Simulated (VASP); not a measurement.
Write the native input for VASP 6.6.1 that does the following.

```
Task                   : single point
Functional             : LDA
Potentials or basis    : VASP PAW LDA potentials, release 64 (Al)
Cutoff                 : 520 eV
k mesh                 : 15 × 15 × 8
Occupations            : fermi-dirac, width 0.08 eV
Spin                   : no spin polarisation
Dipole correction      : no
Further INCAR settings : ALGO = Normal; EDIFF = 1e-06; NBANDS = 10
```

The structure of Al lies in POSCAR:

```
Al
1.0
    2.6591931246      0.0000000000      0.0000000000
   -1.3295965623      2.3029287995      0.0000000000
    0.0000000000      0.0000000000      4.3755788566
Al
2
Direct
    0.3333333333      0.6666666667      0.2500000000
    0.6666666667      0.3333333333      0.7500000000
```

This cell differs from its parent crystal: volume scaled by 0.84.

One way to write it, as run:

INCAR

```
PREC = Accurate
ENCUT = 520
EDIFF = 1E-6
ISMEAR = -1
SIGMA = 0.08
LREAL = False
LASPH = True
NELM = 60
ALGO = Normal
ISIF = 2
LWAVE = False
LCHARG = True
GGA = CA
LELF = True
LVHAR = True
NBANDS = 10
```

KPOINTS

```
Automatic mesh
0
Gamma
  15 15 8
```

Potentials or basis: VASP PAW LDA potentials, release 64 (Al).

Run with:

```sh
$ cat potpaw_LDA.64/Al/POTCAR > POTCAR
$ mpirun -np 1 vasp_std > vasp.out
```

Results of the run:

* Pressure: 20.8 GPa
* Band gap on the k mesh: zero (band 3 reaches 14.71 eV, above the bottom of band 4 at 6.76 eV)

Run time: 8.4 s on 1 thread of Intel(R) Xeon(R) 6975P-C (Granite Rapids), with other jobs on the host, peak memory 0.14 GiB.
